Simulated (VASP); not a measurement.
The system is CuNi6S16.

```xyz
23
Lattice="-3.9469 -2.2787 6.3875 3.9469 -2.2787 6.3875 0.0000 4.5575 6.3875" Properties=species:S:1:pos:R:3 pbc="T T T"
Cu   -3.9192    2.2747   12.7763
Ni    0.0077   -2.2776    6.3965
Ni    3.9428   -0.0247    9.5487
Ni   -1.9643   -1.1545   12.7401
Ni   -1.9525    3.4180    9.5726
Ni    1.9595   -1.1506   12.7783
Ni   -1.9660   -3.3945    9.5898
S    -0.0263    0.0200    3.7370
S     0.0329   -0.0064   13.2924
S    -0.8513   -2.7727   11.4572
S    -0.8771    1.8220    8.2904
S     2.7753    0.5628   11.4770
S    -1.1561   -1.6840    8.3126
S    -1.9548    2.1324   11.5337
S     2.0101   -0.1495    8.2616
S    -0.0105    0.0006    5.8754
S     0.0036    0.0063   15.4420
S     0.9097   -1.8192   10.8841
S     0.8895    2.7349    7.7031
S     1.1522    1.6985   10.9059
S    -2.8103   -0.6144    7.6597
S    -2.0153    0.1462   10.8761
S     1.9167   -2.1130    7.6854
```

| Item | Value |
| --- | --- |
| Program | VASP 6.6.1 |
| Task | relaxation of cell and atoms |
| Functional | PBEsol |
| Potentials or basis | VASP PAW PBE potentials, release 64 (Cu, Ni, S) |
| Cutoff | 600 eV |
| k mesh | 2 × 2 × 2, shifted |
| Occupations | gaussian, width 0.1 eV |
| Spin | no spin polarisation |

At the start: pressure -1.6 GPa; volume 14.99 Å³/atom.

Task: How do energy, volume and symmetry change on relaxing?

Result: Over 12 steps the energy falls by 8.3 meV/atom and the volume is 14.80 Å³/atom (-1.3 %); space group P1 (No. 1, to 0.1 Å) before, R-3 (No. 148, to 0.1 Å).

Step by step:
| step | energy change (eV) | largest force (eV/Å) | pressure (GPa) | volume (Å³) |
| --- | --- | --- | --- | --- |
| 1 | 0.0000 | 0.7670 | -1.58 | 344.69 |
| 2 | -0.1149 | 0.3935 | 1.42 | 337.35 |
| 3 | -0.1160 | 0.3717 | 1.14 | 337.99 |
| 4 | -0.1678 | 0.2482 | 0.14 | 340.46 |
| 5 | -0.1699 | 0.2474 | -0.09 | 341.07 |
| 6 | -0.1817 | 0.0971 | -0.20 | 341.03 |
| 7 | -0.1834 | 0.1506 | -0.24 | 341.01 |
| 8 | -0.1877 | 0.0902 | 0.20 | 339.73 |
| 9 | -0.1878 | 0.0847 | 0.26 | 339.57 |
| 10 | -0.1895 | 0.0692 | -0.04 | 340.28 |
| 11 | -0.1895 | 0.0583 | -0.01 | 340.20 |
| 12 | -0.1902 | 0.0238 | -0.02 | 340.32 |

Final structure:
```
Cu Ni S
1.0
    -3.93820   -2.27287    6.33641
     3.93710   -2.27362    6.33550
    -0.00121    4.54707    6.33614
Cu Ni S
1 6 16
Direct
  0.00043 0.00102 0.99888
  0.50020 0.50045 0.00007
  0.00025 0.00011 0.49985
  0.99964 0.50061 0.49955
  0.50000 0.00084 0.99951
  0.50006 0.00059 0.49976
  0.99979 0.50073 0.99984
  0.19650 0.19673 0.19639
  0.69465 0.69528 0.69444
  0.90531 0.69288 0.19953
  0.41379 0.18894 0.70087
  0.20042 0.90551 0.69189
  0.70149 0.41405 0.18830
  0.69229 0.20088 0.90483
  0.18782 0.70174 0.41318
  0.30529 0.30555 0.30528
  0.80364 0.80403 0.80308
  0.58625 0.81274 0.29826
  0.09466 0.30878 0.79948
  0.29872 0.58647 0.81227
  0.80018 0.09504 0.30736
  0.81201 0.29907 0.58579
  0.30813 0.80039 0.09409
```

Caveat: the k points lie up to 0.49 Å⁻¹ apart in the final cell, too coarse for converged energies and pressures of a metal; the PAW data sets were made with another functional, which shifts forces and pressure a little; the run has no spin polarisation, though such a crystal can be magnetic.
